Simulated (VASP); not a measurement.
# AlRu (Pm-3m) in VASP: single point with PBE

Aim: the single point of AlRu with PBE.

Everything below comes from runs of VASP 6.6.1. Logs are shortened: lines on timing, memory, paths and dates and some standing lists are left out, and cuts for length are marked.

### Step 1. The cell of the first run

Symmetry: Pm-3m, No. 221, cubic system. Conventional cell: a = 3.004 Å, b = 3.004 Å, c = 3.004 Å, α = 90.00°, β = 90.00°, γ = 90.00°. Al (site symmetry m-3m) has 8 Ru at 2.60 Å and 6 Al at 3.00 Å within 3.4 Å. Ru (site symmetry m-3m) has 8 Al at 2.60 Å and 6 Ru at 3.00 Å within 3.4 Å.

### Step 2. Single point, PBE

File INCAR:

```
PREC = Accurate ; ENCUT = 520
EDIFF = 1E-6 ; ISMEAR = 0
SIGMA = 0.15 ; LREAL = False
LASPH = True ; NELM = 80
ALGO = Fast ; ISIF = 2
LWAVE = False ; LCHARG = True
GGA = PE ; LELF = True
LVHAR = True ; NBANDS = 25
```

File KPOINTS:

```
Automatic mesh
0
Gamma
  14 14 8
```

File POSCAR:

```
AlRu
1.0
    3.0038895946      0.0000000000      0.0000000000
    0.0000000000      3.0038895946      0.0000000000
    0.0000000000      0.0000000000      6.0077791893
Al Ru
2 2
Direct
    0.0000000000      0.0000000000      0.0000000000
    0.0000000000      0.0000000000      0.5000000000
    0.5000000000      0.5000000000      0.2500000000
    0.5000000000      0.5000000000      0.7500000000
```

Potentials or basis: VASP PAW PBE potentials, release 64 (Al, Ru_pv).

Command:

```console
cat potpaw_PBE.64/Al/POTCAR potpaw_PBE.64/Ru_pv/POTCAR > POTCAR
mpirun -np 1 vasp_std > vasp.out
```

OUTCAR:

```text
PREC = Accurate
   ENCUT = 520
   EDIFF = 1E-6
   ISMEAR = 0
   LREAL = False
   LASPH = True
   NELM = 80
   ISIF = 2
   GGA = PE

 ion  position               nearest neighbor table
   1  0.000  0.000  0.000-   3 2.60   4 2.60   3 2.60   4 2.60   3 2.60   4 2.60   3 2.60   4 2.60
                             2 3.00   2 3.00
   2  0.000  0.000  0.500-   3 2.60   4 2.60   3 2.60   4 2.60   3 2.60   4 2.60   3 2.60   4 2.60
                             1 3.00   1 3.00
   3  0.500  0.500  0.250-   1 2.60   2 2.60   1 2.60   2 2.60   1 2.60   2 2.60   1 2.60   2 2.60
                             4 3.00   4 3.00
   4  0.500  0.500  0.750-   1 2.60   2 2.60   1 2.60   2 2.60   1 2.60   2 2.60   1 2.60   2 2.60
                             3 3.00   3 3.00

  LATTYP: Found a simple tetragonal cell.
 ALAT       =     3.0038895946
 C/A-ratio  =     2.0000000000

  Lattice vectors:

 A1 = (   3.0038895946,   0.0000000000,   0.0000000000)
 A2 = (   0.0000000000,   3.0038895946,   0.0000000000)
 A3 = (   0.0000000000,   0.0000000000,   6.0077791893)

Analysis of symmetry for initial positions (statically):
=====================================================================
 Subroutine PRICEL returns following result:

  LATTYP: Found a simple cubic cell.
 ALAT       =     3.0038895946

  Lattice vectors:

 A1 = (   3.0038895946,   0.0000000000,   0.0000000000)
 A2 = (   0.0000000000,   3.0038895946,   0.0000000000)
 A3 = (   0.0000000000,   0.0000000000,   3.0038895947)

   2 primitive cells build up your supercell.

 Routine SETGRP: Setting up the symmetry group for a
 simple tetragonal supercell.

 Subroutine GETGRP returns: Found 16 space group operations
 (whereof 16 operations were pure point group operations)
 out of a pool of 16 trial point group operations.

The static configuration has the point symmetry D_4h.

Analysis of symmetry for dynamics (positions and initial velocities):
=====================================================================
 Subroutine PRICEL returns following result:

  LATTYP: Found a simple cubic cell.
 ALAT       =     3.0038895946

  Lattice vectors:

 A1 = (   3.0038895946,   0.0000000000,   0.0000000000)
 A2 = (   0.0000000000,   3.0038895946,   0.0000000000)
 A3 = (   0.0000000000,   0.0000000000,   3.0038895947)

   2 primitive cells build up your supercell.

 Routine SETGRP: Setting up the symmetry group for a
 simple tetragonal supercell.

 Subroutine GETGRP returns: Found 16 space group operations
 (whereof 16 operations were pure point group operations)
 out of a pool of 16 trial point group operations.

The dynamic configuration has the point symmetry D_4h.

 Subroutine INISYM returns: Found 16 space group operations
 (whereof 16 operations are pure point group operations),
 and found     2 'primitive' translations

----------------------------------------------------------------------------------------

                                     Primitive cell

  volume of cell :      27.1052

  direct lattice vectors                    reciprocal lattice vectors
     3.003889595  0.000000000  0.000000000     0.332901716  0.000000000  0.000000000
     0.000000000  3.003889595  0.000000000     0.000000000  0.332901716  0.000000000
     0.000000000  0.000000000  3.003889595     0.000000000  0.000000000  0.332901716

  length of vectors
     3.003889595  3.003889595  3.003889595     0.332901716  0.332901716  0.332901716

  position of ions in fractional coordinates (direct lattice)
     0.000000000  0.000000000  0.000000000
     0.500000000  0.500000000  0.500000000

  ion indices of the primitive-cell ions
   primitive index   ion index
                 1           1
                 2           3

----------------------------------------------------------------------------------------

 KPOINTS: Automatic mesh

Automatic generation of k-mesh.
 Grid dimensions read from file:
 generate k-points for:   14   14    8

 Generating k-lattice:

  Cartesian coordinates                     Fractional coordinates (reciprocal lattice)
     0.023778694  0.000000000  0.000000000     0.071428571  0.000000000  0.000000000
     0.000000000  0.023778694  0.000000000     0.000000000  0.071428571  0.000000000
     0.000000000  0.000000000  0.020806357     0.000000000  0.000000000  0.125000000

  Length of vectors
     0.023778694  0.023778694  0.020806357

  Shift w.r.t. Gamma in fractional coordinates (k-lattice)
     0.000000000  0.000000000  0.000000000

 Subroutine IBZKPT returns following result:
 ===========================================

 Found    180 irreducible k-points:

 Following reciprocal coordinates:
            Coordinates               Weight
  0.000000  0.000000  0.000000      1.000000
  0.071429  0.000000  0.000000      4.000000
  0.142857  0.000000  0.000000      4.000000
  0.214286  0.000000  0.000000      4.000000
  0.285714  0.000000  0.000000      4.000000
  0.357143  0.000000  0.000000      4.000000
[... 16 lines left out ...]
  0.285714  0.214286  0.000000      8.000000
  0.357143  0.214286  0.000000      8.000000
 [... further k-points ...]
   k-points           NKPTS =    180   k-points in BZ     NKDIM =    180   number of bands    NBANDS=     25
   number of dos      NEDOS =    301   number of ions     NIONS =      4
   total plane-waves  NPLWV =  27648
   dimension x,y,z NGX =    24 NGY =   24 NGZ =   48
   dimension x,y,z NGXF=    48 NGYF=   48 NGZF=   96
   ions per type =               2   2
   NGX,Y,Z   is equivalent  to a cutoff of  13.28, 13.28, 13.28 a.u.
   NGXF,Y,Z  is equivalent  to a cutoff of  26.56, 26.56, 26.56 a.u.
 SYSTEM =  unknown system
   PREC   = accura    normal or accurate (medium, high low for compatibility)
   ISTART =      0    job   : 0-new  1-cont  2-samecut
   ICHARG =      2    charge: 1-file 2-atom 10-const
   ISPIN  =      1    spin polarized calculation?
   LNONCOLLINEAR =      F non collinear calculations
   LSORBIT =      F    spin-orbit coupling
   LASPH  =      T    aspherical Exc in radial PAW
   ENCUT  =  520.0 eV  38.22 Ry    6.18 a.u.   5.59  5.59 11.17*2*pi/ulx,y,z
   NELM   =     80;   NELMIN=  2; NELMDL= -5     # of ELM steps
   EDIFF  = 0.1E-05   stopping-criterion for ELM
   LREAL  =      F    real-space projection
   EDIFFG = 0.1E-04   stopping-criterion for IOM
   NSW    =      0    number of steps for IOM
   IBRION =     -1    ionic relax: 0-MD 1-quasi-New 2-CG
   NFREE  =      0    steps in history (QN), initial steepest desc. (CG)
   ISIF   =      2    stress and relaxation
   ISYM   =      2    0-nonsym 1-usesym 2-fastsym
   POTIM  = 0.5000    time-step for ionic-motion
   TEBEG  =    0.0;   TEEND  =   0.0 temperature during run
   PSTRESS=    0.0 pullay stress
   NELECT =      34.0000    total number of electrons
   NUPDOWN=      -1.0000    fix difference up-down
   EMIN   =  10.00;   EMAX   =-10.00  energy-range for DOS
   EFERMI =   0.00;   METHOD = LEGACY
   ISMEAR =     0;   SIGMA  =   0.15  broadening in eV -4-tet -1-fermi 0-gaus
   EFERMI_NEDOS =   21; number of points for ismear=-14 and -15
   IALGO  =     68    algorithm
   IMIX   =      4    mixing-type and parameters
     AMIX     =   0.40;   BMIX     =  1.00
     AMIX_MAG =   1.60;   BMIX_MAG =  1.00
  volume/ion in A,a.u.               =      13.55        91.46
  Fermi-wavevector in a.u.,A,eV,Ry     =   1.401330  2.648130 26.718122  1.963727
  Thomas-Fermi vector in A             =   2.524202
   LORBIT       =      0    0 simple, 1 ext, 2 COOP (PROOUT), +10 PAW based schemes
   GGA     = PE    functional components
   LHFCALC =     F    Hartree Fock is set to
   AEXX    =    0.0000 exact exchange contribution
   IVDW    =     0    specifies the selected vdW correction
   LEPSILON=     F    determine dielectric tensor
   LRPA    =     F    only Hartree local field effects (RPA)
 non-spin polarized calculation
 RMM-DIIS sequential band-by-band and
 Gauss-broadening in eV      SIGMA  =   0.15
  energy-cutoff  :      520.00
  volume of cell :       54.21
 maximum number of plane-waves:      1486
 NGX is ok and might be reduce to    24
   NGX = 11   NGY = 11   NGZ = 23

 number of electron      33.9999992 magnetization

 Free energy of the ion-electron system (eV)
  ---------------------------------------------------
  ext. energy  EPLUGINS =         0.00000000
  ---------------------------------------------------
  free energy    TOTEN  =       -28.53041830 eV

  energy without entropy =      -28.48934723  energy(sigma->0) =      -28.50988276

 E-fermi :  10.5509     XC(G=0): -12.5031

 val. band max:       10.5479809391   @ k =   0.0714   0.0714   0.1250
 cond. band min:      10.5540635816   @ k =   0.3571   0.1429   0.0000
 fundamental gap:      0.0060826425
 Fermi energy:        10.5508649746

 k-point     1 :       0.0000    0.0000    0.0000
  band No.  band energies     occupation
      1     -31.4206      2.00000
      2     -31.2212      2.00000
      3     -31.2156      2.00000
      4     -31.2156      2.00000
      5     -31.1986      2.00000
      6     -31.1986      2.00000
[... 17 lines left out ...]
     24      21.4557      0.00000
     25      21.5139      0.00000

 k-point     2 :       0.0714    0.0000    0.0000
  band No.  band energies     occupation
      1     -31.4194      2.00000
      2     -31.2256      2.00000
      3     -31.2204      2.00000
      4     -31.2148      2.00000
      5     -31.2082      2.00000
      6     -31.1978      2.00000
[... 17 lines left out ...]
     24      20.9635      0.00000
     25      21.4094      0.00000

 k-point     3 :       0.1429    0.0000    0.0000
  band No.  band energies     occupation
      1     -31.4159      2.00000
      2     -31.2536      2.00000
      3     -31.2350      2.00000
      4     -31.2180      2.00000
      5     -31.2124      2.00000
      6     -31.1954      2.00000
[... 552 lines left out ...]
 k-point    23 :       0.2857    0.2143    0.0000
  band No.  band energies     occupation
      1     -31.3963      2.00000
      2     -31.3297      2.00000
      3     -31.3084      2.00000
      4     -31.2814      2.00000
      5     -31.2619      2.00000
      6     -31.2041      2.00000
[... 17 lines left out ...]
     24      18.8178      0.00000
     25      20.0989      0.00000

 k-point    24 :       0.3571    0.2143    0.0000
  band No.  band energies     occupation
      1     -31.3915      2.00000
      2     -31.3687      2.00000
      3     -31.3461      2.00000
      4     -31.2774      2.00000
      5     -31.2581      2.00000
      6     -31.2007      2.00000
[... 17 lines left out ...]
     24      19.1115      0.00000
     25      19.4045      0.00000

 [... further k-points ...]
[... 5 lines left out ...]
  --------------------------------------------------------------------------------------
  -------------------------------------------------------------------------------------
  Total        0.0513549      0.0513549     -0.0217275      0.0000000     -0.0000000      0.0000000
  in kB        1.5177869      1.5177869     -0.6421532      0.0000000     -0.0000000      0.0000000
  external PRESSURE =       0.7978068 kB  Pullay stress =       0.0000000 kB

 VOLUME and BASIS-vectors are now :
 -----------------------------------------------------------------------------
  energy-cutoff  :      520.00
  volume of cell :       54.21
      direct lattice vectors                 reciprocal lattice vectors
     3.003889595  0.000000000  0.000000000     0.332901716  0.000000000  0.000000000
     0.000000000  3.003889595  0.000000000     0.000000000  0.332901716  0.000000000
     0.000000000  0.000000000  6.007779189     0.000000000  0.000000000  0.166450858

 POSITION                                       TOTAL-FORCE (eV/Angst)
 -----------------------------------------------------------------------------------
      0.00000      0.00000      0.00000         0.000000     -0.000000     -0.000000
      0.00000      0.00000      3.00389         0.000000     -0.000000     -0.000000
      1.50194      1.50194      1.50194        -0.000000      0.000000      0.000000
      1.50194      1.50194      4.50583        -0.000000      0.000000     -0.000000
 -----------------------------------------------------------------------------------
    total drift:                                0.000000     -0.000000     -0.000000

  FREE ENERGIE OF THE ION-ELECTRON SYSTEM (eV)
  ---------------------------------------------------
  free  energy   TOTEN  =       -28.5304182973 eV

  energy  without entropy=      -28.4893472282  energy(sigma->0) =      -28.50988276
```

Wall time 4.6 min (1 thread of AMD EPYC 7R13, shared host); peak memory 0.29 GiB.

Results:

| Quantity | Value |
| --- | --- |
| Free energy | -28.5304 eV |
| Pressure | 0.1 GPa |
| Band gap on the k mesh | zero (band 17 reaches 12.42 eV, above the bottom of band 18 at 9.40 eV) |

Levels at points of the mesh, in eV from the Fermi level:
| k point | band 15 | band 16 | band 17 | band 18 | band 19 | band 20 |
| --- | --- | --- | --- | --- | --- | --- |
| (0.00, 0.00, 0.00) | 0.17 | 0.17 | 0.17 | 0.42 | 2.24 | 6.01 |
| (0.50, 0.00, 0.00) | -1.36 | -1.15 | -1.15 | 0.41 | 1.50 | 2.24 |
| (0.50, 0.50, 0.00) | -1.15 | 1.50 | 1.59 | 1.59 | 2.49 | 4.10 |
| (0.00, 0.00, 0.50) | -0.84 | -0.84 | 0.29 | 0.29 | 3.05 | 3.05 |
| (0.50, 0.00, 0.50) | -1.37 | -1.37 | -0.46 | -0.46 | 2.09 | 2.09 |
| (0.50, 0.50, 0.50) | 1.55 | 1.55 | 1.87 | 1.87 | 1.87 | 1.87 |
